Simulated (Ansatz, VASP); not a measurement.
## WC in VASP and in Ansatz

```
W C
1.0
     2.93867    0.00000    0.00000
    -1.46934    2.54496    0.00000
     0.00000    0.00000    2.86623
W C
1 1
Direct
  0.00000 0.00000 0.00000
  0.66667 0.33333 0.50000
```

Change from the starting cell: volume scaled by 1.04, crystal datasets.

Alike in both runs: task electric field gradients; functional PBEsol; k mesh 13 × 13 × 12; occupations fermi-dirac, width 0.05 eV; no spin polarisation.

|  | VASP | Ansatz |
| --- | --- | --- |
| version | VASP 6.6.1 | Ansatz 0.2.0 |
| potentials or method | VASP PAW PBE potentials, release 64 (W_sv, C), cutoff 520 eV | all-electron PAW with datasets made for the crystal, scalar-relativistic |

```csv
,VASP,Ansatz,Ansatz less VASP
pressure (GPa),-14.4,-15.4,-0.97
"traceless stress, the component that is largest in VASP (GPa)",-1.55,-1.77,-0.218
size of Vzz on the site where it differs most (V/Å²),131.7,121.9,-9.86
```

VASP's potentials were made for PBE, not for PBEsol. Ansatz ran all-electron here, and VASP with PAW potentials.

Neither program's run includes spin-orbit coupling.
